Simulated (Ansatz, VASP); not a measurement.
**Two plane-wave programs on Rh**

The input INCAR:

```
SYSTEM = Rh
PREC = Accurate
ENCUT = 520
EDIFF = 1E-6
ISMEAR = 0
SIGMA = 0.1
LREAL = .FALSE.
LASPH = .TRUE.
NELM = 60
ALGO = Fast
ISIF = 2
LWAVE = .FALSE.
LCHARG = .TRUE.
LDIPOL = .TRUE.
IDIPOL = 3
DIPOL = 0.5 0.5 0.500
LELF = .TRUE.
LVHAR = .TRUE.
LVACPOTAV = .TRUE.
NBANDS = 54
```

Contents of KPOINTS:

```
regular mesh
0
G
  15 15 1
  0 0 0
```

The input POSCAR:

```
Rh
1.0
    2.6542598518      0.0000000000      0.0000000000
   -1.3271299259      2.2986564599      0.0000000000
    0.0000000000      0.0000000000     25.8359704695
Rh
6
Direct
    0.6666666667      0.3333333333      0.2902929468
    0.3333333333      0.6666666667      0.3741757681
    0.0000000000      0.0000000000      0.4580585894
    0.6666666667      0.3333333333      0.5419414106
    0.3333333333      0.6666666667      0.6258242319
    0.0000000000      0.0000000000      0.7097070532
```

Input for Ansatz:

```yaml
crystal:
  lattice:
    - [2.6542598518, 0.0, 0.0]
    - [-1.3271299259, 2.2986564599, 0.0]
    - [0.0, 0.0, 25.8359704695]
  atoms:
    - { symbol: Rh, position: [0.6666666667, 0.3333333333, 0.2902929468] }
    - { symbol: Rh, position: [0.3333333333, 0.6666666667, 0.3741757681] }
    - { symbol: Rh, position: [0.0, 0.0, 0.4580585894] }
    - { symbol: Rh, position: [0.6666666667, 0.3333333333, 0.5419414106] }
    - { symbol: Rh, position: [0.3333333333, 0.6666666667, 0.6258242319] }
    - { symbol: Rh, position: [0.0, 0.0, 0.7097070532] }
basis:
  ecutwfc: 420
kpoints:
  mp_grid: { grid: [15, 15, 1] }
hamiltonian:
  xc: lda
scf:
  occupations: { method: gaussian, width: 0.1 }
output:
  forces: true
  stress: true
  eigenvalues: true
  write_density: true
  write_potential: true
  elf: true
  volumetric_format: npy
efield:
  axis: 3
  dipole_correction: true
  ramp_width: 0.04
```

Alike in both runs: task single point; functional LDA; k mesh 15 × 15 × 1; occupations gaussian, width 0.1 eV; no spin polarisation.

|  | VASP | Ansatz |
| --- | --- | --- |
| version | VASP 6.6.1 | Ansatz 0.2.0 |
| potentials or method | VASP PAW LDA potentials, release 64 (Rh_pv), cutoff 520 eV | scalar-relativistic, plane waves, PAW |
| valence electrons in the cell | 90 | 102 |

VASP gave:

```
gap on the k mesh at the Fermi level (eV)  : none
rms of the force components (eV/Å)         : 0.160
work function, face that differs most (eV) : 5.55
```

Task: What did Ansatz give for the same quantities?

Result: gap on the k mesh at the Fermi level (eV): none; rms of the force components (eV/Å): 0.167; work function, face that differs most (eV): 5.55.

LDA's correlation is that of Perdew and Zunger in VASP and of Perdew and Wang (1992) in Ansatz. Atom by atom the forces differ by 0.012 eV/Å (rms over components). A gap of «none» marks a metal or a gap that the smearing closes. VASP's potentials hold 90 valence electrons a cell and Ansatz's 102, so a difference there can come from the potentials and not from the codes. Ansatz's warnings: xc potential rough in thin density.
